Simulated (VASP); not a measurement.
A run of VASP 6.6.1:

File INCAR:

```
SYSTEM = Co
ALGO = Normal
EDIFF = 1E-7
ENCUT = 520
GGA = PE
ISIF = 2
ISMEAR = 0
ISPIN = 2
LASPH = .TRUE.
LCHARG = .FALSE.
LMAXMIX = 4
LORBIT = 11
LREAL = .FALSE.
LWAVE = .FALSE.
MAGMOM = 1.88 1.88 1.88 1.88
NBANDS = 30
NELM = 150
PREC = Accurate
SIGMA = 0.1
```

KPOINTS

```
k-points
0
G
  24 24 8
  0 0 0
```

The input POSCAR:

```
Co
1.0
    2.3919312151      0.0000000000      0.0000000000
   -1.1959656075      2.0714731964      0.0000000000
    0.0000000000      0.0000000000      8.2875570778
Co
4
Direct
    0.0000000000      0.0000000000      0.0000000000
    0.3333333333      0.6666666667      0.2500000000
    0.0000000000      0.0000000000      0.5000000000
    0.6666666667      0.3333333333      0.7500000000
```

Potentials or basis: VASP PAW PBE potentials, release 64 (Co).

Run with:

```bash
$ cat potpaw_PBE.64/Co/POTCAR > POTCAR
$ mpirun -np 1 vasp_std > vasp.out
```

Hardware: 1 thread of AMD EPYC 9R45 96-Core Processor (Zen 5), with other jobs on the host.

Question: How long does it take, and how much memory?

Answer: It took 7.5 min on 1 thread of AMD EPYC 9R45 96-Core Processor (Zen 5), with other jobs on the host, peak memory 0.52 GiB. Counts: scf iterations 18, k points 305.
